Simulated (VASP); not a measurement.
Input of a VASP 6.6.1 run:

Contents of INCAR:

```
PREC     = Accurate       # precision mode
ENCUT    = 520            # plane-wave cutoff, eV
EDIFF    = 1E-6           # SCF threshold, eV
ISMEAR   = 0              # smearing method
SIGMA    = 0.15           # smearing width, eV
LREAL    = F              # projectors in reciprocal space
LASPH    = T              # aspherical terms in the spheres
NELM     = 60             # most SCF steps
ALGO     = Fast           # electronic algorithm
ISIF     = 2              # what is computed and relaxed
LWAVE    = F              # write WAVECAR
LCHARG   = T              # write CHGCAR
GGA      = PS             # functional
LELF     = T              # ELF
LVHAR    = T            
NBANDS   = 18             # bands
```

KPOINTS

```
Automatic mesh
0
Gamma
  18 18 10
```

The input POSCAR:

```
Ag
1.0
    2.9299980804      0.0000000000      0.0000000000
   -1.4649990402      2.5374527707      0.0000000000
    0.0000000000      0.0000000000      5.1492500000
Ag
2
Direct
    0.3333333333      0.6666666667      0.2500000000
    0.6666666667      0.3333333333      0.7500000000
```

Potentials or basis: VASP PAW PBE potentials, release 64 (Ag).

The run is started by

```sh
$ cat potpaw_PBE.64/Ag/POTCAR > POTCAR
$ mpirun -np 1 vasp_std > vasp.out
```

(1) Predict the band gap on the k mesh.

(2) What does it give for the pressure?

## Answers

(1) zero (band 11 reaches 10.84 eV, above the bottom of band 12 at 3.50 eV).

(2) -10.5 GPa.

Caveat: the cell differs from its parent crystal (strain +0.0750 x Voigt [0, 0, 1, 0, 0, 0]); the PAW data sets were made with another functional, which shifts forces and pressure a little.
